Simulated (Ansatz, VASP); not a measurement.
# Bi: VASP beside Ansatz

INCAR

```
  PREC = Accurate
  ENCUT = 520
  EDIFF = 1E-8
  ISMEAR = -1
  SIGMA = 0.03
  LREAL = False
  LASPH = True
  NELM = 60
  ALGO = Normal
  ISIF = 2
  LWAVE = False
  LCHARG = False
  GGA = PS
  LEFG = True
  NBANDS = 22
```

KPOINTS

```
regular mesh
0
Gamma
  9 9 3
```

POSCAR

```
Bi
1.0
    4.5085362925      0.0000000000      0.0000000000
   -2.2542681463      3.9045069633      0.0000000000
    0.0000000000      0.0000000000     11.7496083461
Bi
2
Direct
    0.3333333333      0.6666666667      0.2500000000
    0.6666666667      0.3333333333      0.7500000000
```

Input for Ansatz:

```yaml
crystal:
  lattice:
    - [4.5085362925, 0.0, 0.0]
    - [-2.2542681463, 3.9045069633, 0.0]
    - [0.0, 0.0, 11.7496083461]
  atoms:
    - { symbol: Bi, position: [0.3333333333, 0.6666666667, 0.25] }
    - { symbol: Bi, position: [0.6666666667, 0.3333333333, 0.75] }
kpoints:
  mp_grid: { grid: [9, 9, 3] }
scf:
  occupations: { method: fermi_dirac, width: 0.03 }
hamiltonian:
  xc: pbesol
  pseudopotentials: { kind: paw }
output:
  forces: true
  stress: true
  eigenvalues: true
  efg: { contact_densities: true }
```

Change from the starting cell: volume scaled by 0.98, PAW files.

Alike in both runs: task electric field gradients; functional PBEsol; k mesh 9 × 9 × 3; occupations fermi-dirac, width 0.03 eV; no spin polarisation.

|  | VASP | Ansatz |
| --- | --- | --- |
| version | VASP 6.6.1 | Ansatz 0.2.0 |
| potentials or method | VASP PAW PBE potentials, release 64 (Bi_d) | PAW with Ansatz's default frozen-core files, scalar-relativistic |
| plane-wave cutoff (eV) | 520 | 420 |
| valence electrons in the cell | 30 | 30 |

VASP gave:

```
pressure (GPa)                                                : -3.7
traceless stress, the component that is largest in VASP (GPa) : 3.25
size of Vzz on the site where it differs most (V/Å²)          : 121.3
```

**Question.** Which values does Ansatz return?

**Answer.** Pressure (GPa): -3.7; traceless stress, the component that is largest in VASP (GPa): 3.25; size of Vzz on the site where it differs most (V/Å²): 114.3.

VASP's potentials were made for PBE, not for PBEsol.

Spin-orbit coupling is off throughout.
